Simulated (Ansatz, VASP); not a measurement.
One calculation of CdS, two programs

```
CELL_PARAMETERS angstrom
4.15000 0.00000 0.00000
-2.07500 3.59401 0.00000
0.00000 0.00000 6.73700
ATOMIC_POSITIONS crystal
Cd 0.66667 0.33333 0.50000
Cd 0.33333 0.66667 0.00000
S 0.66667 0.33333 0.87500
S 0.33333 0.66667 0.37500
```

Alike in both runs: task relaxation of cell and atoms; functional PBEsol; dispersion D3(BJ); k mesh 7 × 7 × 4; occupations fermi-dirac, width 0.05 eV; no spin polarisation.

|  | VASP | Ansatz |
| --- | --- | --- |
| version | VASP 6.6.1 | Ansatz 0.2.0 |
| potentials or method | VASP PAW PBE potentials, release 64 (Cd, S) | Ansatz PAW |
| plane-wave cutoff (eV) | 600 | 420 |
| valence electrons in the cell | 36 | 52 |

```csv
,VASP,Ansatz,Ansatz less VASP
"gap on the k mesh at the Fermi level, each at its own relaxed structure (eV)",1.14,1.15,+0.010
relaxed volume (Å³/atom),24.17,24.01,-0.166
relaxed length of the cell vector where the two differ most in proportion (Å),6.670,6.651,-0.0186
```

VASP's potentials were made for PBE, not for PBEsol. VASP's potentials hold 36 valence electrons a cell and Ansatz's 52, so a difference there can come from the potentials and not from the codes.

Noted on Ansatz's run: odd divisions of the mesh miss points on the zone boundary, where band edges often lie, so the gap on the mesh can be too wide; the plane-wave basis is chosen anew once the cell has moved, so the energies of steps on either side of that aren't comparable.
